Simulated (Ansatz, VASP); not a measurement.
**HfN in VASP and in Ansatz**

Contents of INCAR:

```
SYSTEM = HfN
ALGO = Normal ; EDIFF = 1E-8
ENCUT = 520 ; GGA = PE
GGA_COMPAT = .FALSE. ; ISIF = 2
ISMEAR = -1 ; LASPH = .TRUE.
LCHARG = .FALSE. ; LEFG = .TRUE.
LREAL = .FALSE. ; LWAVE = .FALSE.
NBANDS = 14 ; NELM = 120
PREC = Accurate ; SIGMA = 0.03
```

KPOINTS

```
k-points
0
G
  10 10 10
  0 0 0
```

POSCAR

```
HfN
1.0
    0.0000000000      2.2514447596      2.2514447596
    2.2514447596      0.0000000000      2.2514447596
    2.2514447596      2.2514447596      0.0000000000
Hf N
1 1
Direct
    0.0000000000      0.0000000000      0.0000000000
    0.5000000000      0.5000000000      0.5000000000
```

Input for Ansatz:

```yaml
crystal:
  lattice:
    - [0.0, 2.2514447596, 2.2514447596]
    - [2.2514447596, 0.0, 2.2514447596]
    - [2.2514447596, 2.2514447596, 0.0]
  atoms:
    - { symbol: Hf, position: [0.0, 0.0, 0.0] }
    - { symbol: "N", position: [0.5, 0.5, 0.5] }
kpoints:
  mp_grid: { grid: [10, 10, 10] }
scf:
  occupations: { method: fermi_dirac, width: 0.03 }
hamiltonian:
  xc: pbe
  pseudopotentials: { kind: all_electron, datasets: crystal }
output:
  forces: true
  stress: true
  eigenvalues: true
  efg: { contact_densities: true }
```

Change from the starting cell: volume scaled by 0.99, crystal datasets.

Alike in both runs: task electric field gradients; functional PBE; k mesh 10 × 10 × 10; occupations fermi-dirac, width 0.03 eV; no spin polarisation.

|  | VASP | Ansatz |
| --- | --- | --- |
| version | VASP 6.6.1 | Ansatz 0.2.0 |
| potentials or method | VASP PAW PBE potentials, release 64 (Hf_pv, N), cutoff 520 eV | all-electron PAW with datasets made for the crystal, scalar-relativistic |

Ansatz gave:

| Quantity | Value |
| --- | --- |
| pressure (GPa) | 8.4 |

Task: What did VASP give for the same quantities?

Result: Pressure (GPa): 6.0.

Ansatz ran all-electron here, and VASP with PAW potentials.

Spin-orbit coupling is off throughout.
